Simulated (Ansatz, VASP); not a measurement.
**One calculation of Sn, two programs**

The input INCAR:

```
PREC = Accurate ; ENCUT = 520
EDIFF = 1E-7 ; ISMEAR = 0
SIGMA = 0.15 ; LREAL = F
LASPH = T ; NELM = 60
ALGO = Fast ; ISIF = 2
LWAVE = F ; LCHARG = F
GGA = PS ; NBANDS = 13
```

File KPOINTS:

```
Automatic mesh
0
Gamma
  12 12 12
```

File POSCAR:

```
Sn
1.0
   -1.8425276872      1.8508811840      1.8352932462
    1.8145964324     -1.9197314604      1.8762122677
    1.8900916155      1.9672953887     -1.9041435226
Sn
1
Direct
    0.0000000000      0.0000000000      0.0000000000
```

Input for Ansatz:

```yaml
crystal:
  lattice:
    - [-1.8425276872, 1.850881184, 1.8352932462]
    - [1.8145964324, -1.9197314604, 1.8762122677]
    - [1.8900916155, 1.9672953887, -1.9041435226]
  atoms:
    - { symbol: Sn, position: [0.0, 0.0, 0.0] }
basis:
  ecutwfc: 420
kpoints:
  mp_grid: { grid: [12, 12, 12] }
hamiltonian:
  xc: pbesol
scf:
  occupations: { method: gaussian, width: 0.15 }
output:
  forces: true
  stress: true
  eigenvalues: true
  write_density: true
  write_potential: true
  elf: true
  volumetric_format: npy
```

Change from the starting cell: cell sheared at random, sigma 0.03, atoms nudged by 0.01 Å.

Alike in both runs: task single point; functional PBEsol; k mesh 12 × 12 × 12; occupations gaussian, width 0.15 eV; no spin polarisation.

|  | VASP | Ansatz |
| --- | --- | --- |
| version | VASP 6.6.1 | Ansatz 0.2.0 |
| potentials or method | VASP PAW PBE potentials, release 64 (Sn_d), cutoff 520 eV | scalar-relativistic, plane waves, PAW |
| valence electrons in the cell | 14 | 14 |

Ansatz gave:

- gap on the k mesh at the Fermi level (eV): none
- pressure (GPa): -0.2
- traceless stress, the component that is largest in VASP (GPa): 0.64

Task: Which values does VASP return?

Result: gap on the k mesh at the Fermi level (eV): none; pressure (GPa): -0.2; traceless stress, the component that is largest in VASP (GPa): 0.65.

VASP's potentials were made for PBE, not for PBEsol. A gap of «none» marks a metal or a gap that the smearing closes.
